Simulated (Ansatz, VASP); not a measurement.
# Two plane-wave programs on Ga

File INCAR:

```
SYSTEM = Ga
PREC = Accurate
ENCUT = 500
EDIFF = 1E-6
ISMEAR = -1
SIGMA = 0.1
LREAL = .False.
LASPH = .True.
NELM = 120
ALGO = Normal
ISIF = 2
LWAVE = .False.
LCHARG = .False.
GGA = PE
NBANDS = 20
GGA_COMPAT = .False.
```

File KPOINTS:

```
regular mesh
0
Gamma
  13 13 8
  0 0 0
```

Contents of POSCAR:

```
Ga
1.0
    2.9507286791      0.0000000000      0.0000000000
   -1.4753643396      2.5554059957      0.0000000000
    0.0000000000      0.0000000000      4.6575374081
Ga
2
Direct
    0.3333333333      0.6666666667      0.2500000000
    0.6666666667      0.3333333333      0.7500000000
```

Input for Ansatz:

```yaml
crystal:
  lattice:
    - [2.9507286791, 0.0, 0.0]
    - [-1.4753643396, 2.5554059957, 0.0]
    - [0.0, 0.0, 4.6575374081]
  atoms:
    - { symbol: Ga, position: [0.3333333333, 0.6666666667, 0.25] }
    - { symbol: Ga, position: [0.6666666667, 0.3333333333, 0.75] }
hamiltonian:
  xc: pbe
  pseudopotentials:
    kind: paw
    azcp:
      Ga: "pseudopotentials/Ga.paw.azcp"
basis:
  ecutwfc: 420
  fft_grid_basis: typed
kpoints:
  mp_grid: { grid: [13, 13, 8], shift: [0, 0, 0] }
magnetization:
  spin_polarized: false
scf:
  occupations: { method: fermi_dirac, width: 0.1 }
  lower_state_search: "off"
output:
  stress: true
```

Alike in both runs: task single point; functional PBE; k mesh 13 × 13 × 8; occupations fermi-dirac, width 0.1 eV; no spin polarisation.

```csv
,VASP,Ansatz
version,VASP 6.6.1,Ansatz 0.2.0
potentials or method,"VASP PAW PBE potentials, release 64 (Ga_d), cutoff 500 eV","plane waves (420 eV) with PAW, scalar-relativistic"
valence electrons in the cell,26,26
```

Ansatz gave:

```
pressure (GPa) : 4.9
```

Q: Estimate VASP's values.

A: Pressure (GPa): 5.0.
